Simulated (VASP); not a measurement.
## BAs: single point with HSE06

The system is BAs.

```
As B
1.0
     0.00000    2.38850    2.38850
     2.38850    0.00000    2.38850
     2.38850    2.38850    0.00000
As B
1 1
Direct
  0.75000 0.75000 0.75000
  0.00000 0.00000 0.00000
```

```json
{
 "Program": "VASP 6.6.1",
 "Task": "single point",
 "Functional": "HSE06",
 "Potentials or basis": "VASP PAW PBE potentials, release 64 (As, B)",
 "Cutoff": "520 eV",
 "k mesh": "5 × 5 × 5",
 "Occupations": "fermi-dirac, width 0.05 eV",
 "Spin": "no spin polarisation"
}
```

The pressure is -0.4 GPa. The band gap on the k mesh is 1.85 eV, indirect (least direct gap 4.12 eV).

Levels at points of the mesh, in eV from the valence-band top:
| k point | band 1 | band 2 | band 3 | band 4 | band 5 | band 6 | band 7 | band 8 | band 9 |
| --- | --- | --- | --- | --- | --- | --- | --- | --- | --- |
| (0.00, 0.00, 0.00) | -16.95 | 0.00 | 0.00 | 0.00 | 4.12 | 4.12 | 4.12 | 5.89 | 10.63 |

Wall time 2.8 min on 1 thread of Intel(R) Xeon(R) Platinum 8488C (Sapphire Rapids), with other jobs on the host, peak memory 0.26 GiB.

Caveat: the k points lie up to 0.46 Å⁻¹ apart; the PAW data sets were made with another functional, which shifts forces and pressure a little. A k mesh can miss the band edges.
